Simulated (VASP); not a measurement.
**K: single point with PBEsol**

Crystal: K.

```
CELL_PARAMETERS angstrom
3.45127 0.00000 0.00000
-1.72564 2.98889 0.00000
0.00000 0.00000 11.41324
ATOMIC_POSITIONS crystal
K 0.00000 0.00000 0.00000
K 0.33333 0.66667 0.75000
K 0.00000 0.00000 0.50000
K 0.66667 0.33333 0.25000
```

```yaml
Program: VASP 6.6.1
Task: single point
Functional: PBEsol
Potentials_or_basis: VASP PAW PBE potentials, release 64 (K_sv)
Cutoff: 520 eV
k_mesh: 12 × 12 × 4
Occupations: gaussian, width 0.1 eV
Spin: no spin polarisation
```

```json
{"Pressure": "15.0 GPa", "Band gap on the k mesh": "zero (band 18 reaches 4.09 eV, above the bottom of band 19 at 1.16 eV)"}
```

Levels at points of the mesh, in eV from the Fermi level:
| k point | band 14 | band 15 | band 16 | band 17 | band 18 | band 19 | band 20 | band 21 | band 22 | band 23 |
| --- | --- | --- | --- | --- | --- | --- | --- | --- | --- | --- |
| (0.00, 0.00, 0.00) | -15.31 | -15.29 | -15.29 | -3.46 | -1.95 | -1.95 | -0.14 | 1.80 | 2.85 | 2.88 |
| (0.50, 0.00, 0.00) | -15.55 | -15.47 | -15.43 | -0.25 | -0.20 | 0.28 | 0.44 | 1.22 | 1.45 | 1.48 |
| (0.00, 0.00, 0.50) | -15.31 | -15.31 | -15.31 | -3.04 | -3.04 | -0.72 | -0.72 | 2.08 | 2.08 | 3.86 |
| (0.50, 0.00, 0.50) | -15.53 | -15.47 | -15.47 | -0.03 | -0.03 | 0.08 | 0.08 | 1.30 | 1.30 | 1.87 |

Wall time 5.1 min on 1 thread of Intel(R) Xeon(R) 6975P-C (Granite Rapids), on a shared host, peak memory 0.32 GiB.

Caveat: the PAW data sets were made with another functional, which shifts forces and pressure a little.
